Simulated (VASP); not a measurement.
# Ti3SiN4 in VASP: further runs

Ti3SiN4 is run at these levels: PBE; tasks: single point.

Everything below comes from runs of VASP 6.6.1. Logs are shortened: lines on timing, memory, paths and dates and some standing lists are left out, and cuts for length are marked.

**1. The cell of the first run**

The cell holds a slab with vacuum, 8 atoms: a = 3.003 Å, b = 3.003 Å, c = 22.623 Å, α = 90.00°, β = 90.00°, γ = 120.00°.

**2. Single point, PBE**

The input, INCAR:

```
PREC = Accurate ; ENCUT = 520
EDIFF = 1E-6 ; ISMEAR = 0
SIGMA = 0.1 ; LREAL = False
LASPH = True ; NELM = 80
ALGO = Normal ; ISIF = 2
LWAVE = False ; LCHARG = False
LDIPOL = True ; IDIPOL = 3
DIPOL = 0.5 0.5 0.368 ; GGA = PE
NBANDS = 40
```

The input, KPOINTS:

```
regular mesh
0
Gamma
  9 9 1
```

The input, POSCAR:

```
Ti3SiN4
1.0
    3.0028555065      0.0000000000      0.0000000000
   -1.5014277533      2.6005491525      0.0000000000
    0.0000000000      0.0000000000     22.6233846960
N Ti Si
4 3 1
Direct
    0.3333333333      0.6666666667      0.1768082033
    0.0000000000      0.0000000000      0.2851837309
    0.6666666667      0.3333333333      0.3897111675
    0.3333333333      0.6666666667      0.4916764156
    0.6666666667      0.3333333333      0.2309959671
    0.3333333333      0.6666666667      0.3401655979
    0.0000000000      0.0000000000      0.4575116027
    0.3333333333      0.6666666667      0.5723430680
```

Potentials or basis: VASP PAW PBE potentials, release 64 (N, Ti_sv, Si).

Command:

```sh
$ cat potpaw_PBE.64/N/POTCAR potpaw_PBE.64/Ti_sv/POTCAR potpaw_PBE.64/Si/POTCAR > POTCAR
$ mpirun -np 1 vasp_std > vasp.out
```

OUTCAR:

```text
PREC = Accurate
   ENCUT = 520
   EDIFF = 1E-6
   ISMEAR = 0
   LREAL = False
   LASPH = True
   NELM = 80
   ISIF = 2
   GGA = PE

 ion  position               nearest neighbor table
   1  0.333  0.667  0.177-   5 2.12   5 2.12   5 2.12
   2  0.000  0.000  0.285-   5 2.12   5 2.12   5 2.12   6 2.13   6 2.13   6 2.13
   3  0.667  0.333  0.390-   6 2.06   6 2.06   6 2.06   7 2.31   7 2.31   7 2.31
   4  0.333  0.667  0.492-   8 1.82   7 1.90   7 1.90   7 1.90
   5  0.667  0.333  0.231-   1 2.12   1 2.12   2 2.12   2 2.12   2 2.12   1 2.12
   6  0.333  0.667  0.340-   3 2.06   3 2.06   3 2.06   2 2.13   2 2.13   2 2.13
   7  0.000  0.000  0.458-   4 1.90   4 1.90   4 1.90   3 2.31   3 2.31   3 2.31
   8  0.333  0.667  0.572-   4 1.82

  LATTYP: Found a hexagonal cell.
 ALAT       =     3.0028555065
 C/A-ratio  =     7.5339571441

  Lattice vectors:

 A1 = (   3.0028555065,   0.0000000000,   0.0000000000)
 A2 = (  -1.5014277533,   2.6005491525,   0.0000000000)
 A3 = (   0.0000000000,   0.0000000000,  22.6233846960)

Analysis of symmetry for initial positions (statically):
=====================================================================
 Subroutine PRICEL returns:
 Original cell was already a primitive cell.

 Routine SETGRP: Setting up the symmetry group for a
 hexagonal supercell.

 Subroutine GETGRP returns: Found  6 space group operations
 (whereof  6 operations were pure point group operations)
 out of a pool of 24 trial point group operations.

The static configuration has the point symmetry C_3v.

Analysis of symmetry for dynamics (positions and initial velocities):
=====================================================================
 Subroutine PRICEL returns:
 Original cell was already a primitive cell.

 Routine SETGRP: Setting up the symmetry group for a
 hexagonal supercell.

 Subroutine GETGRP returns: Found  6 space group operations
 (whereof  6 operations were pure point group operations)
 out of a pool of 24 trial point group operations.

The dynamic configuration has the point symmetry C_3v.

 Subroutine INISYM returns: Found  6 space group operations
 (whereof  6 operations are pure point group operations),
 and found     1 'primitive' translations

----------------------------------------------------------------------------------------

                                     Primitive cell

  volume of cell :     176.6677

  direct lattice vectors                    reciprocal lattice vectors
     3.002855506  0.000000000  0.000000000     0.333016357  0.192267083  0.000000000
    -1.501427753  2.600549153  0.000000000     0.000000000  0.384534166  0.000000000
     0.000000000  0.000000000 22.623384696     0.000000000  0.000000000  0.044202051

  length of vectors
     3.002855506  3.002855507 22.623384696     0.384534166  0.384534166  0.044202051

  position of ions in fractional coordinates (direct lattice)
     0.333333333  0.666666667  0.176808203
     0.000000000  0.000000000  0.285183731
     0.666666667  0.333333333  0.389711168
     0.333333333  0.666666667  0.491676416
     0.666666667  0.333333333  0.230995967
     0.333333333  0.666666667  0.340165598
     0.000000000  0.000000000  0.457511603
     0.333333333  0.666666667  0.572343068

  ion indices of the primitive-cell ions
   primitive index   ion index
                 1           1
                 2           2
                 3           3
                 4           4
                 5           5
                 6           6
                 7           7
                 8           8

----------------------------------------------------------------------------------------

 KPOINTS: regular mesh

Automatic generation of k-mesh.
 Grid dimensions read from file:
 generate k-points for:    9    9    1

 Generating k-lattice:

  Cartesian coordinates                     Fractional coordinates (reciprocal lattice)
     0.037001817  0.021363009  0.000000000     0.111111111  0.000000000  0.000000000
     0.000000000  0.042726018  0.000000000     0.000000000  0.111111111  0.000000000
     0.000000000  0.000000000  0.044202051     0.000000000  0.000000000  1.000000000

  Length of vectors
     0.042726018  0.042726018  0.044202051

  Shift w.r.t. Gamma in fractional coordinates (k-lattice)
     0.000000000  0.000000000  0.000000000

 Subroutine IBZKPT returns following result:
 ===========================================

 Found     12 irreducible k-points:

 Following reciprocal coordinates:
            Coordinates               Weight
  0.000000  0.000000  0.000000      1.000000
  0.111111  0.000000  0.000000      6.000000
  0.222222  0.000000  0.000000      6.000000
  0.333333  0.000000  0.000000      6.000000
  0.444444  0.000000  0.000000      6.000000
  0.111111  0.111111  0.000000      6.000000
  0.222222  0.111111  0.000000     12.000000
  0.333333  0.111111  0.000000     12.000000
  0.444444  0.111111  0.000000      6.000000
  0.222222  0.222222  0.000000      6.000000
  0.333333  0.222222  0.000000     12.000000
  0.333333  0.333333  0.000000      2.000000
   k-points           NKPTS =     12   k-points in BZ     NKDIM =     12   number of bands    NBANDS=     40
   number of dos      NEDOS =    301   number of ions     NIONS =      8
   total plane-waves  NPLWV =  96768
   dimension x,y,z NGX =    24 NGY =   24 NGZ =  168
   dimension x,y,z NGXF=    48 NGYF=   48 NGZF=  336
   ions per type =               4   3   1
   NGX,Y,Z   is equivalent  to a cutoff of  13.29, 13.29, 12.35 a.u.
   NGXF,Y,Z  is equivalent  to a cutoff of  26.57, 26.57, 24.69 a.u.
 SYSTEM =  unknown system
   PREC   = accura    normal or accurate (medium, high low for compatibility)
   ISTART =      0    job   : 0-new  1-cont  2-samecut
   ICHARG =      2    charge: 1-file 2-atom 10-const
   ISPIN  =      1    spin polarized calculation?
   LNONCOLLINEAR =      F non collinear calculations
   LSORBIT =      F    spin-orbit coupling
   LASPH  =      T    aspherical Exc in radial PAW
   ENCUT  =  520.0 eV  38.22 Ry    6.18 a.u.   5.58  5.58 42.06*2*pi/ulx,y,z
   NELM   =     80;   NELMIN=  2; NELMDL= -5     # of ELM steps
   EDIFF  = 0.1E-05   stopping-criterion for ELM
   LREAL  =      F    real-space projection
   EDIFFG = 0.1E-04   stopping-criterion for IOM
   NSW    =      0    number of steps for IOM
   IBRION =     -1    ionic relax: 0-MD 1-quasi-New 2-CG
   NFREE  =      0    steps in history (QN), initial steepest desc. (CG)
   ISIF   =      2    stress and relaxation
   ISYM   =      2    0-nonsym 1-usesym 2-fastsym
   POTIM  = 0.5000    time-step for ionic-motion
   TEBEG  =    0.0;   TEEND  =   0.0 temperature during run
   PSTRESS=    0.0 pullay stress
   NELECT =      60.0000    total number of electrons
   NUPDOWN=      -1.0000    fix difference up-down
   EMIN   =  10.00;   EMAX   =-10.00  energy-range for DOS
   EFERMI =   0.00;   METHOD = LEGACY
   ISMEAR =     0;   SIGMA  =   0.10  broadening in eV -4-tet -1-fermi 0-gaus
   EFERMI_NEDOS =   21; number of points for ismear=-14 and -15
   IALGO  =     38    algorithm
   IMIX   =      4    mixing-type and parameters
     AMIX     =   0.40;   BMIX     =  1.00
     AMIX_MAG =   1.60;   BMIX_MAG =  1.00
  volume/ion in A,a.u.               =      22.08       149.03
  Fermi-wavevector in a.u.,A,eV,Ry     =   1.142193  2.158432 17.750231  1.304605
  Thomas-Fermi vector in A             =   2.278892
   LORBIT       =      0    0 simple, 1 ext, 2 COOP (PROOUT), +10 PAW based schemes
   GGA     = PE    functional components
   LHFCALC =     F    Hartree Fock is set to
   AEXX    =    0.0000 exact exchange contribution
   IVDW    =     0    specifies the selected vdW correction
   LEPSILON=     F    determine dielectric tensor
   LRPA    =     F    only Hartree local field effects (RPA)
 non-spin polarized calculation
 Gauss-broadening in eV      SIGMA  =   0.10
  energy-cutoff  :      520.00
  volume of cell :      176.67
 maximum number of plane-waves:      4849
 NGX is ok and might be reduce to    24
   NGX = 11   NGY = 11   NGZ = 85

 dipolmoment           0.000000      0.000000      0.006201 electrons x Angstroem

 number of electron      60.0000012 magnetization

 dipolmoment           0.000000      0.000000     -0.179098 electrons x Angstroem

 Free energy of the ion-electron system (eV)
  ---------------------------------------------------
  ext. energy  EPLUGINS =         0.00000000
  ---------------------------------------------------
  free energy    TOTEN  =       -69.34980447 eV

  energy without entropy =      -69.32764332  energy(sigma->0) =      -69.33872389

 E-fermi :   1.2299     XC(G=0):  -6.4727

 val. band max:        1.2076362554   @ k =   0.3333   0.2222   0.0000
 cond. band min:       1.2363625072   @ k =   0.2222   0.0000   0.0000
 fundamental gap:      0.0287262518
 Fermi energy:         1.2299445069

 k-point     1 :       0.0000    0.0000    0.0000
  band No.  band energies     occupation
      1     -56.7582      2.00000
      2     -56.6434      2.00000
      3     -55.4092      2.00000
      4     -33.1337      2.00000
      5     -32.9153      2.00000
      6     -32.8385      2.00000
[... 32 lines left out ...]
     39       4.1057      0.00000
     40       4.3811      0.00000

 k-point     2 :       0.1111    0.0000    0.0000
  band No.  band energies     occupation
      1     -56.7501      2.00000
      2     -56.6361      2.00000
      3     -55.4021      2.00000
      4     -33.1176      2.00000
      5     -32.9320      2.00000
      6     -32.8801      2.00000
[... 419 lines left out ...]
     39       4.3576      0.00000
     40       4.6220      0.00000

 k-point    12 :       0.3333    0.3333    0.0000
  band No.  band energies     occupation
      1     -56.6794      2.00000
      2     -56.5731      2.00000
      3     -55.3403      2.00000
      4     -33.2725      2.00000
      5     -33.1662      2.00000
      6     -33.0459      2.00000
[... 32 lines left out ...]
     39       4.3356      0.00000
     40       4.4801      0.00000

------------------------ aborting loop because EDIFF is reached ----------------------------------------

 vacuum level on the upper side and lower side of the slab       (xc-potential included)        -2.047         1.930

  FORCE on cell =-STRESS in cart. coord.  units (eV):
  Direction    XX          YY          ZZ          XY          YZ          ZX
  --------------------------------------------------------------------------------------
  -------------------------------------------------------------------------------------
  Total        2.8248855      2.8248855     -2.8201380     -0.0000000      0.0000000     -0.0000000
  in kB       25.6185380     25.6185380    -25.5754841     -0.0000000      0.0000000     -0.0000000
  external PRESSURE =       8.5538640 kB  Pullay stress =       0.0000000 kB

 VOLUME and BASIS-vectors are now :
 -----------------------------------------------------------------------------
  energy-cutoff  :      520.00
  volume of cell :      176.67
      direct lattice vectors                 reciprocal lattice vectors
     3.002855506  0.000000000  0.000000000     0.333016357  0.192267083  0.000000000
    -1.501427753  2.600549153  0.000000000     0.000000000  0.384534166  0.000000000
     0.000000000  0.000000000 22.623384696     0.000000000  0.000000000  0.044202051

 POSITION                                       TOTAL-FORCE (eV/Angst)
 -----------------------------------------------------------------------------------
     -0.00000      1.73370      4.00000         0.000000      0.000000      4.328383
      0.00000      0.00000      6.45182        -0.000000      0.000000      1.226189
      1.50143      0.86685      8.81659        -0.000000      0.000000      1.553841
     -0.00000      1.73370     11.12338        -0.000000     -0.000000      2.670124
      1.50143      0.86685      5.22591         0.000000      0.000000     -5.603985
     -0.00000      1.73370      7.69570        -0.000000     -0.000000     -0.419002
      0.00000      0.00000     10.35046         0.000000      0.000000     -3.753239
     -0.00000      1.73370     12.94834         0.000000      0.000000     -0.002312
 -----------------------------------------------------------------------------------
    total drift:                                0.000000     -0.000000     -0.000115

  FREE ENERGIE OF THE ION-ELECTRON SYSTEM (eV)
  ---------------------------------------------------
  free  energy   TOTEN  =       -69.3498044667 eV

  energy  without entropy=      -69.3276433175  energy(sigma->0) =      -69.33872389

 vacuum level on the upper side and lower side of the slab         5.111         9.261
```

Run time: 92 s. Hardware: 1 thread of Intel Xeon 6975P-C (Granite Rapids), shared host; peak memory 0.33 GiB.

Results:

```yaml
Free_energy: -69.3498 eV
Largest_force: 5.604 eV/Å
Band_gap_on_the_k_mesh: zero (bands 30 and 31 overlap by 1.15 eV)
```

Forces in eV/Å, atoms in the order of the input:
```
N    0.000  0.000  4.328
N    0.000  0.000  1.226
N    0.000  0.000  1.554
N    0.000  0.000  2.670
Ti   0.000  0.000 -5.604
Ti   0.000  0.000 -0.419
Ti   0.000  0.000 -3.753
Si   0.000  0.000 -0.002
```

**3. Single point, PBE**

The input, INCAR:

```
SYSTEM = Ti3SiN4
PREC = Accurate ; ENCUT = 520
EDIFF = 1E-6 ; ISMEAR = 0
SIGMA = 0.1 ; LREAL = .False.
LASPH = .True. ; NELM = 100
ALGO = Normal ; ISIF = 2
LWAVE = .False. ; LCHARG = .False.
LDIPOL = .True. ; IDIPOL = 3
DIPOL = 0.5 0.5 0.375 ; GGA = PE
NBANDS = 40
```

The input, KPOINTS:

```
Automatic mesh
0
Gamma
  9 9 1
  0 0 0
```

Edit POSCAR of step 2 so:

```diff
@@ -15,2 +15,2 @@
     0.0000000000      0.0000000000      0.4575116027
-    0.3333333333      0.6666666667      0.5723430680
+    0.6666666667      1.3333333333      0.6308059276
```

Potentials or basis: VASP PAW PBE potentials, release 64 (N, Ti_sv, Si).

Command:

```sh
$ cat potpaw_PBE.64/N/POTCAR potpaw_PBE.64/Ti_sv/POTCAR potpaw_PBE.64/Si/POTCAR > POTCAR
$ mpirun -np 1 vasp_std > vasp.out
```

It took 1.8 min on 1 thread of Intel Xeon 6975P-C (Granite Rapids), shared host; peak memory 0.33 GiB.

Results (log left out):

```
Free energy            : -68.2443 eV
Largest force          : 5.663 eV/Å
Band gap on the k mesh : zero (bands 30 and 31 overlap by 0.96 eV)
```

Forces on the atoms (eV/Å):
```
N    0.000  0.000  4.351
N    0.000  0.000  1.288
N    0.000  0.000  0.565
N    0.000  0.000  0.523
Ti   0.000  0.000 -5.663
Ti   0.000  0.000 -0.321
Ti   0.000  0.000 -0.743
Si   0.000  0.000  0.000
```

Levels at points of the mesh, in eV from the Fermi level:
```
           k point  band 26  band 27  band 28  band 29  band 30  band 31  band 32  band 33  band 34  band 35
(0.00, 0.00, 0.00)    -2.26    -1.42    -0.76     0.06     0.06     0.32     0.32     1.10     1.48     1.48
```

[end of part 1 of 2]
